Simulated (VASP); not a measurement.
# MgCdSe in VASP: further runs

The runs below take MgCdSe through single point, with PBE.

Everything below comes from runs of VASP 6.6.1. Logs are shortened: lines on timing, memory, paths and dates and some standing lists are left out, and cuts for length are marked.

## 1. The cell of the first run

The structure is orthorhombic, space group Cmmm (No. 65). The conventional cell has a = 5.246 Å, b = 5.280 Å, c = 6.354 Å, α = 90.00°, β = 90.00°, γ = 90.00°. Within 3.5 Å of Mg (site symmetry mmm) lie 4 Se at 2.62 to 2.64 Å and 2 Cd at 3.18 Å. Cd (site symmetry mmm) has 2 Mg at 3.18 Å and 4 Cd at 3.72 Å and 8 Se at 4.12 to 4.13 Å within 4.2 Å. Se (site symmetry mmm) has 4 Mg at 2.62 to 2.64 Å within 3.5 Å.

## 2. Single point, PBE

Input file INCAR:

```
ALGO = Normal ; EDIFF = 1E-7
ENCUT = 520 ; GGA = PE
ISIF = 2 ; ISMEAR = 0
LASPH = T ; LCHARG = F
LREAL = F ; LWAVE = F
NBANDS = 17 ; NELM = 60
PREC = Accurate ; SIGMA = 0.1
```

Input file KPOINTS:

```
k-points
0
Gamma
  4 4 4
```

Input file POSCAR:

```
MgCdSe
1.0
    2.6397515248     -2.6229393053      0.0000000000
    2.6397515248      2.6229393053      0.0000000000
    0.0000000000      0.0000000000      6.3541863393
Mg Cd Se
1 1 1
Direct
    0.0000000000      0.0000000000      0.0000000000
    0.0000000000      0.0000000000      0.5000000000
    0.5000000000      0.5000000000      0.0000000000
```

Potentials or basis: VASP PAW PBE potentials, release 64 (Mg, Cd, Se).

Command:

```bash
> cat potpaw_PBE.64/Mg/POTCAR potpaw_PBE.64/Cd/POTCAR potpaw_PBE.64/Se/POTCAR > POTCAR
> mpirun -np 1 vasp_std > vasp.out
```

OUTCAR:

```text
EDIFF = 1E-7
   ENCUT = 520
   GGA = PE
   ISIF = 2
   ISMEAR = 0
   LASPH = T
   LREAL = F
   NELM = 60
   PREC = Accurate

 ion  position               nearest neighbor table
   1  0.000  0.000  0.000-   3 2.62   3 2.62   3 2.64   3 2.64   2 3.18   2 3.18
   2  0.000  0.000  0.500-   1 3.18   1 3.18
   3  0.500  0.500  0.000-   1 2.62   1 2.62   1 2.64   1 2.64

  LATTYP: Found a base centered orthorhombic cell.
 ALAT       =     5.2458786106
 B/A-ratio  =     1.0064096868
 C/A-ratio  =     1.2112720882

  Lattice vectors:

 A1 = (  -2.6397515248,  -2.6229393053,   0.0000000000)
 A2 = (   2.6397515248,  -2.6229393053,   0.0000000000)
 A3 = (   0.0000000000,   0.0000000000,   6.3541863393)

Analysis of symmetry for initial positions (statically):
=====================================================================
 Subroutine PRICEL returns:
 Original cell was already a primitive cell.

 Routine SETGRP: Setting up the symmetry group for a
 base centered orthorhombic supercell.

 Subroutine GETGRP returns: Found  8 space group operations
 (whereof  8 operations were pure point group operations)
 out of a pool of  8 trial point group operations.

The static configuration has the point symmetry D_2h.

Analysis of symmetry for dynamics (positions and initial velocities):
=====================================================================
 Subroutine PRICEL returns:
 Original cell was already a primitive cell.

 Routine SETGRP: Setting up the symmetry group for a
 base centered orthorhombic supercell.

 Subroutine GETGRP returns: Found  8 space group operations
 (whereof  8 operations were pure point group operations)
 out of a pool of  8 trial point group operations.

The dynamic configuration has the point symmetry D_2h.

 Subroutine INISYM returns: Found  8 space group operations
 (whereof  8 operations are pure point group operations),
 and found     1 'primitive' translations

----------------------------------------------------------------------------------------

                                     Primitive cell

  volume of cell :      87.9916

  direct lattice vectors                    reciprocal lattice vectors
     2.639751525 -2.622939305  0.000000000     0.189411767 -0.190625837  0.000000000
[... 80 lines left out ...]
   LSORBIT =      F    spin-orbit coupling
   LASPH  =      T    aspherical Exc in radial PAW
   ENCUT  =  520.0 eV  38.22 Ry    6.18 a.u.   6.92  6.92 11.81*2*pi/ulx,y,z
   NELM   =     60;   NELMIN=  2; NELMDL= -5     # of ELM steps
   EDIFF  = 0.1E-06   stopping-criterion for ELM
   LREAL  =      F    real-space projection
   EDIFFG = 0.1E-05   stopping-criterion for IOM
   NSW    =      0    number of steps for IOM
   IBRION =     -1    ionic relax: 0-MD 1-quasi-New 2-CG
   NFREE  =      0    steps in history (QN), initial steepest desc. (CG)
   ISIF   =      2    stress and relaxation
   ISYM   =      2    0-nonsym 1-usesym 2-fastsym
   POTIM  = 0.5000    time-step for ionic-motion
   TEBEG  =    0.0;   TEEND  =   0.0 temperature during run
   PSTRESS=    0.0 pullay stress
   NELECT =      20.0000    total number of electrons
   NUPDOWN=      -1.0000    fix difference up-down
   EMIN   =  10.00;   EMAX   =-10.00  energy-range for DOS
   EFERMI =   0.00;   METHOD = LEGACY
   ISMEAR =     0;   SIGMA  =   0.10  broadening in eV -4-tet -1-fermi 0-gaus
   EFERMI_NEDOS =   21; number of points for ismear=-14 and -15
   IALGO  =     38    algorithm
   IMIX   =      4    mixing-type and parameters
     AMIX     =   0.40;   BMIX     =  1.00
     AMIX_MAG =   1.60;   BMIX_MAG =  1.00
  volume/ion in A,a.u.               =      29.33       197.93
  Fermi-wavevector in a.u.,A,eV,Ry     =   0.999090  1.888005 13.581063  0.998180
  Thomas-Fermi vector in A             =   2.131357
   LORBIT       =      0    0 simple, 1 ext, 2 COOP (PROOUT), +10 PAW based schemes
   GGA     = PE    functional components
   LHFCALC =     F    Hartree Fock is set to
   AEXX    =    0.0000 exact exchange contribution
   IVDW    =     0    specifies the selected vdW correction
   LEPSILON=     F    determine dielectric tensor
   LRPA    =     F    only Hartree local field effects (RPA)
 non-spin polarized calculation
 Gauss-broadening in eV      SIGMA  =   0.10
  energy-cutoff  :      520.00
  volume of cell :       87.99
 maximum number of plane-waves:      2400
   NGX = 13   NGY = 13   NGZ = 23

 number of electron      20.0000002 magnetization

 Free energy of the ion-electron system (eV)
  ---------------------------------------------------
  ext. energy  EPLUGINS =         0.00000000
  ---------------------------------------------------
  free energy    TOTEN  =        -7.12460328 eV

  energy without entropy =       -7.12401362  energy(sigma->0) =       -7.12430845

 E-fermi :   1.0570     XC(G=0):  -8.3779

 val. band max:        0.9499613227   @ k =   0.5000   0.5000   0.5000
 cond. band min:       1.1718776033   @ k =   0.0000   0.0000   0.5000
 fundamental gap:      0.2219162806
 Fermi energy:         1.0569888099

 k-point     1 :       0.0000    0.0000    0.0000
  band No.  band energies     occupation
      1     -11.6575      2.00000
      2      -6.9634      2.00000
      3      -6.9367      2.00000
      4      -6.7614      2.00000
      5      -6.7612      2.00000
      6      -6.6536      2.00000
[... 397 lines left out ...]
      4      -6.8518      2.00000
      5      -6.8431      2.00000
      6      -6.5656      2.00000
[... 9 lines left out ...]
     16       8.6812      0.00000
     17       8.7149      0.00000

------------------------ aborting loop because EDIFF is reached ----------------------------------------

  FORCE on cell =-STRESS in cart. coord.  units (eV):
  Direction    XX          YY          ZZ          XY          YZ          ZX
  --------------------------------------------------------------------------------------
  -------------------------------------------------------------------------------------
  Total       -0.0998757      0.0675609      0.1191462      0.0000000      0.0000000      0.0000000
  in kB       -1.8185664      1.2301682      2.1694493      0.0000000      0.0000000      0.0000000
  external PRESSURE =       0.5270170 kB  Pullay stress =       0.0000000 kB

 VOLUME and BASIS-vectors are now :
 -----------------------------------------------------------------------------
  energy-cutoff  :      520.00
  volume of cell :       87.99
      direct lattice vectors                 reciprocal lattice vectors
     2.639751525 -2.622939305  0.000000000     0.189411767 -0.190625837  0.000000000
     2.639751525  2.622939305  0.000000000     0.189411767  0.190625837  0.000000000
     0.000000000  0.000000000  6.354186339     0.000000000  0.000000000  0.157376562

 POSITION                                       TOTAL-FORCE (eV/Angst)
 -----------------------------------------------------------------------------------
      0.00000      0.00000      0.00000        -0.000000     -0.000000      0.000000
      0.00000      0.00000      3.17709         0.000000     -0.000000      0.000000
      2.63975      0.00000      0.00000        -0.000000      0.000000      0.000000
 -----------------------------------------------------------------------------------
    total drift:                                0.000000      0.000000      0.000000

  FREE ENERGIE OF THE ION-ELECTRON SYSTEM (eV)
  ---------------------------------------------------
  free  energy   TOTEN  =        -7.1246032812 eV

  energy  without entropy=       -7.1240136170  energy(sigma->0) =       -7.12430845
```

stdout:

```text
POSCAR found type information on POSCAR MgCdSe
 POSCAR found :  3 types and       3 ions
 scaLAPACK will be used
 LDA part: xc-table for (Slater+PW92), standard interpolation
 POSCAR, INCAR and KPOINTS ok, starting setup
 FFT: planning ... GRIDC
 FFT: planning ... GRID_SOFT
 FFT: planning ... GRID
 WAVECAR not read
 entering main loop
```

It took 12 s on 1 thread of Intel Xeon 6975P-C (Granite Rapids), shared host; peak memory 0.19 GiB.

What came out:

```yaml
Free_energy: -7.1246 eV
Pressure: 0.1 GPa
Band_gap_on_the_k_mesh: 0.22 eV, indirect (least direct gap 0.26 eV)
```

Levels at points of the mesh, in eV from the valence-band top:
| k point | band 8 | band 9 | band 10 | band 11 | band 12 | band 13 |
| --- | --- | --- | --- | --- | --- | --- |
| (0.00, 0.00, 0.00) | -2.84 | -1.18 | -1.12 | 2.56 | 3.48 | 4.86 |
| (0.50, 0.00, 0.00) | -1.44 | -1.07 | -0.66 | 0.93 | 1.12 | 5.14 |
| (0.50, 0.50, 0.00) | -3.77 | -0.76 | -0.72 | 2.83 | 2.88 | 2.92 |
| (0.00, 0.00, 0.50) | -1.15 | -1.10 | -0.45 | 0.22 | 4.68 | 4.89 |
| (0.50, 0.00, 0.50) | -1.93 | -1.92 | -0.66 | 2.25 | 3.18 | 4.60 |
| (0.50, 0.50, 0.50) | -3.70 | -0.78 | 0.00 | 0.26 | 2.04 | 2.09 |

Caveat: the k points lie up to 0.42 Å⁻¹ apart.

## 3. Single point, PBE

Input file INCAR:

```
SYSTEM = MgCdSe
PREC = Accurate
ENCUT = 520
EDIFF = 1E-7
ISMEAR = 0
SIGMA = 0.1
LREAL = .FALSE.
LASPH = .TRUE.
NELM = 60
ALGO = Normal
ISIF = 2
LWAVE = .FALSE.
LCHARG = .FALSE.
GGA = PE
NBANDS = 17
```

Input file KPOINTS:

```
Automatic mesh
0
G
  6 6 4
  0 0 0
```

Input file POSCAR:

```
MgCdSe
1.0
    3.7213033619      0.0000000000      0.0000000000
    0.0000000000      3.7213033619      0.0000000000
    0.0000000000      0.0000000000      6.3541863393
Mg Cd Se
1 1 1
Direct
    0.0000000000      0.0000000000      0.0000000000
    0.0000000000      0.0000000000      0.5000000000
    0.5000000000      0.5000000000      0.0000000000
```

Potentials or basis: VASP PAW PBE potentials, release 64 (Mg, Cd, Se).

Command:

```bash
> cat potpaw_PBE.64/Mg/POTCAR potpaw_PBE.64/Cd/POTCAR potpaw_PBE.64/Se/POTCAR > POTCAR
> mpirun -np 1 vasp_std > vasp.out
```

Run time: 16 s. Hardware: 1 thread of Intel Xeon 6975P-C (Granite Rapids), shared host; peak memory 0.21 GiB.

The run converged. Its results:

- Free energy: -7.1658 eV
- Pressure: 0.0 GPa
- Band gap on the k mesh: 0.21 eV, indirect (least direct gap 0.25 eV)

Stress tensor (GPa, compression positive):
```
-0.23  0.00  0.00
 0.00 -0.23  0.00
 0.00  0.00  0.36
```

Levels at points of the mesh, in eV from the valence-band top:
| k point | band 8 | band 9 | band 10 | band 11 | band 12 | band 13 |
| --- | --- | --- | --- | --- | --- | --- |
| (0.00, 0.00, 0.00) | -2.85 | -1.18 | -1.18 | 2.54 | 3.47 | 4.83 |
| (0.50, 0.00, 0.00) | -1.46 | -1.08 | -0.69 | 0.93 | 1.11 | 5.12 |
| (0.50, 0.50, 0.00) | -3.80 | -0.77 | -0.74 | 2.86 | 2.86 | 2.92 |
| (0.00, 0.00, 0.50) | -1.16 | -1.16 | -0.47 | 0.21 | 4.67 | 4.86 |
| (0.50, 0.00, 0.50) | -1.93 | -1.93 | -0.69 | 2.24 | 3.17 | 4.58 |
| (0.50, 0.50, 0.50) | -3.73 | -0.79 | 0.00 | 0.25 | 2.07 | 2.07 |

## 4. Single point, PBE

This run uses another cell than the first one, of 29.61 Å³/atom, 1.010 times its volume.

Input file INCAR:

```
SYSTEM = MgCdSe
PREC = Accurate
ENCUT = 520
EDIFF = 1E-6
ISMEAR = 0
SIGMA = 0.01
LREAL = .FALSE.
LASPH = .TRUE.
NELM = 80
ALGO = Normal
ISIF = 2
LWAVE = .FALSE.
LCHARG = .FALSE.
GGA = PE
NBANDS = 17
```

Input file KPOINTS:

```
regular mesh
0
G
  10 10 6
  0 0 0
```

Input file POSCAR:

```
MgCdSe
1.0
    3.7110441675      0.0000000000      0.0000000000
    0.0000000000      3.7110441675      0.0000000000
    0.0000000000      0.0000000000      6.4505326294
Mg Cd Se
1 1 1
Direct
    0.0000000000      0.0000000000      0.0000000000
    0.0000000000      0.0000000000      0.5000000000
    0.5000000000      0.5000000000      0.0000000000
```

Command:

```bash
> cat potpaw_PBE.64/Mg/POTCAR potpaw_PBE.64/Cd/POTCAR potpaw_PBE.64/Se/POTCAR > POTCAR
> mpirun -np 1 vasp_std > vasp.out
```

Wall time 36 s (1 thread of Intel Xeon 6975P-C (Granite Rapids), shared host); peak memory 0.29 GiB.

Results (log left out):

```yaml
Free_energy: -7.1758 eV
Pressure: 0.0 GPa
Band_gap_on_the_k_mesh: 0.17 eV, indirect (least direct gap 0.24 eV)
```

Levels at points of the mesh, in eV from the valence-band top:
```
           k point  band 8  band 9  band 10  band 11  band 12  band 13
(0.00, 0.00, 0.00)   -2.94   -1.25    -1.25     2.44     3.36     4.76
(0.50, 0.00, 0.00)   -1.55   -1.18    -0.76     0.84     1.06     5.05
(0.50, 0.50, 0.00)   -3.90   -0.82    -0.75     2.76     2.76     2.80
(0.00, 0.00, 0.50)   -1.23   -1.23    -0.66     0.17     4.49     4.78
(0.50, 0.00, 0.50)   -1.99   -1.96    -0.76     2.07     3.08     4.52
(0.50, 0.50, 0.50)   -3.84   -0.86     0.00     0.24     2.03     2.03
```

A k mesh can miss the band edges.

## 5. The runs side by side

```tsv
cell	k mesh	smearing	gap on the mesh (eV)	pressure (GPa)
a = 3.721, b = 3.721, c = 6.354 Å, angles 90.0, 90.0, 89.6°, 3 atoms	4 × 4 × 4	gaussian 0.1 eV	0.22	0.1
a = 3.721, b = 3.721, c = 6.354 Å, 3 atoms	6 × 6 × 4	gaussian 0.1 eV	0.21	0.0
a = 3.711, b = 3.711, c = 6.451 Å, 3 atoms	10 × 10 × 6	gaussian 0.01 eV	0.17	0.0
```

Alike in all rows: task single point; level PBE; potentials or basis VASP PAW PBE potentials, release 64 (Mg, Cd, Se); no spin polarisation; cutoff (eV) 520.

Caveats: some runs use coarse meshes.

Absolute energies hang on the potentials; compare differences alone.
